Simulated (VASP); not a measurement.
Set up this calculation in VASP 6.6.1, as the native input.

```yaml
Task: single point
Functional: LDA
Potentials_or_basis: VASP PAW LDA potentials, release 64 (K_sv, Pd, C)
Cutoff: 520 eV
k_mesh: 6 × 6 × 6
Occupations: gaussian, width 0.05 eV
Spin: no spin polarisation
Dipole_correction: no
Further_INCAR_settings: ALGO = Normal; EDIFF = 1e-07; NBANDS = 26
```

The structure of K2PdC2 lies in POSCAR:

```
K2PdC2
1.0
    5.1181840614      0.0000000000      0.0000000000
   -2.5590920307      4.4324774185      0.0000000000
    0.0000000000      0.0000000000      5.2581371800
K Pd C
2 1 2
Direct
    0.7102506823      0.3652390472      0.7201982100
    0.3333333333      0.6666666667      0.2798017900
    0.0000000000      0.0000000000      0.0000000000
    0.0000000000      0.0000000000      0.6201967800
    0.0000000000      0.0000000000      0.3798032200
```

This cell differs from its parent crystal: atom 1 (K) moved by (+0.200, +0.000) A along [1 1 0] and z.

These files were run (other wordings do the same):

INCAR

```
  ALGO = Normal
  EDIFF = 1E-7
  ENCUT = 520
  GGA = CA
  ISIF = 2
  ISMEAR = 0
  LASPH = T
  LCHARG = T
  LELF = T
  LREAL = F
  LVHAR = T
  LWAVE = F
  NBANDS = 26
  NELM = 60
  PREC = Accurate
  SIGMA = 0.05
```

KPOINTS

```
k-points
0
Gamma
  6 6 6
```

Potentials or basis: VASP PAW LDA potentials, release 64 (K_sv, Pd, C).

Launch:

```sh
$ cat potpaw_LDA.64/K_sv/POTCAR potpaw_LDA.64/Pd/POTCAR potpaw_LDA.64/C/POTCAR > POTCAR
$ mpirun -np 1 vasp_std > vasp.out
```

Results of the run:

```json
{
  "Pressure": "-2.3 GPa",
  "Largest force": "0.400 eV/Å",
  "Band gap on the k mesh": "1.31 eV (least direct gap 1.37 eV)"
}
```

Caveat: the cell differs from its parent crystal (atom 1 (K) moved by (+0.200, +0.000) A along [1 1 0] and z).

Wall time 9.3 min on 1 thread of AMD EPYC 7R43 64-Core Processor (Zen 3), with other jobs on the host, peak memory 0.4 GiB.
